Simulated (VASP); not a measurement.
Set up this calculation in VASP 6.6.1, as the native input.

| Quantity | Value |
| --- | --- |
| Task | electric field gradients |
| Functional | PBE |
| Potentials or basis | VASP PAW PBE potentials, release 64 (S, K_sv) |
| Cutoff | 400 eV |
| k mesh | 10 × 10 × 10 |
| Occupations | fermi-dirac, width 0.03 eV |
| Spin | no spin polarisation |
| Dipole correction | no |
| Further INCAR settings | ALGO = Normal; EDIFF = 1e-08; NBANDS = 19 |

The structure of K2S (fluorite type) lies in POSCAR:

```
K2S
1.0
    0.0000000000      3.7313253813      3.7313253813
    3.7313253813      0.0000000000      3.7313253813
    3.7313253813      3.7313253813      0.0000000000
S K
1 2
Direct
    0.0000000000      0.0000000000      0.0000000000
    0.2500000000      0.2500000000      0.2500000000
    0.7500000000      0.7500000000      0.7500000000
```

The input as run:

INCAR

```
PREC = Accurate ; ENCUT = 400
EDIFF = 1E-8 ; ISMEAR = -1
SIGMA = 0.03 ; LREAL = F
LASPH = T ; NELM = 120
ALGO = Normal ; ISIF = 2
LWAVE = F ; LCHARG = F
GGA = PE ; LEFG = T
NBANDS = 19 ; GGA_COMPAT = F
```

KPOINTS

```
regular mesh
0
Gamma
  10 10 10
```

Potentials or basis: VASP PAW PBE potentials, release 64 (S, K_sv).

Launch:

```sh
$ cat potpaw_PBE.64/S/POTCAR potpaw_PBE.64/K_sv/POTCAR > POTCAR
$ mpirun -np 1 vasp_std > vasp.out
```

It gave:

```json
{
  "Pressure": "0.0 GPa",
  "Band gap on the k mesh": "2.32 eV (least direct gap 2.50 eV)",
  "Largest electric field gradient by atom": "zero within the noise of the run"
}
```

Run time: 2.7 min on 1 thread of Intel Xeon 8259CL, with other jobs on the host, peak memory 0.23 GiB.
